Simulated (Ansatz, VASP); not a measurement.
## One calculation of In3Se, two programs

Contents of INCAR:

```
PREC     = Accurate       # precision mode
ENCUT    = 520            # plane-wave cutoff, eV
EDIFF    = 1E-7           # SCF threshold, eV
ISMEAR   = -1             # smearing method
SIGMA    = 0.05           # smearing width, eV
LREAL    = F              # projectors in reciprocal space
LASPH    = T              # aspherical terms in the spheres
NELM     = 60             # most SCF steps
ALGO     = Normal         # electronic algorithm
ISIF     = 2              # what is computed and relaxed
LWAVE    = F              # write WAVECAR
LCHARG   = T              # write CHGCAR
GGA      = CA             # functional
LELF     = T              # ELF
LVHAR    = T            
NBANDS   = 30             # bands
```

Contents of KPOINTS:

```
Automatic mesh
0
Gamma
  6 6 6
```

POSCAR

```
In3Se
1.0
    4.7388343927      0.0000000000      0.0000000000
    0.0000000000      4.7388343927      0.0000000000
    0.0000000000      0.0000000000      4.7388343927
In Se
3 1
Direct
    0.5000000000      0.5000000000      0.0000000000
    0.5000000000      0.0000000000      0.5000000000
    0.0000000000      0.5000000000      0.5000000000
    0.0000000000      0.0000000000      0.0000000000
```

input.yaml

```yaml
crystal:
  lattice:
    - [4.7388343927, 0.0, 0.0]
    - [0.0, 4.7388343927, 0.0]
    - [0.0, 0.0, 4.7388343927]
  atoms:
    - { symbol: In, position: [0.5, 0.5, 0.0] }
    - { symbol: In, position: [0.5, 0.0, 0.5] }
    - { symbol: In, position: [0.0, 0.5, 0.5] }
    - { symbol: Se, position: [0.0, 0.0, 0.0] }
kpoints:
  mp_grid: { grid: [6, 6, 6] }
scf:
  occupations: { method: fermi_dirac, width: 0.05 }
hamiltonian:
  xc: lda
  pseudopotentials: { kind: all_electron, lapw: { basis_error: 0.002 } }
output:
  forces: true
  stress: true
  eigenvalues: true
```

Change from the starting cell: volume scaled by 0.96.

Alike in both runs: task single point; functional LDA; k mesh 6 × 6 × 6; occupations fermi-dirac, width 0.05 eV; no spin polarisation.

|  | VASP | Ansatz |
| --- | --- | --- |
| version | VASP 6.6.1 | Ansatz 0.2.0 |
| potentials or method | VASP PAW LDA potentials, release 64 (In_d, Se), cutoff 520 eV | all-electron LAPW, scalar-relativistic |

|  | VASP | Ansatz | Ansatz less VASP |
| --- | --- | --- | --- |
| gap on the k mesh at the Fermi level (eV) | none | none | - |
| pressure (GPa) | -3.1 | -3.1 | -0.02 |

LDA's correlation is that of Perdew and Zunger in VASP and of Perdew and Wang (1992) in Ansatz. A gap of «none» marks a metal or a gap that the smearing closes. Ansatz ran all-electron here, and VASP with PAW potentials.
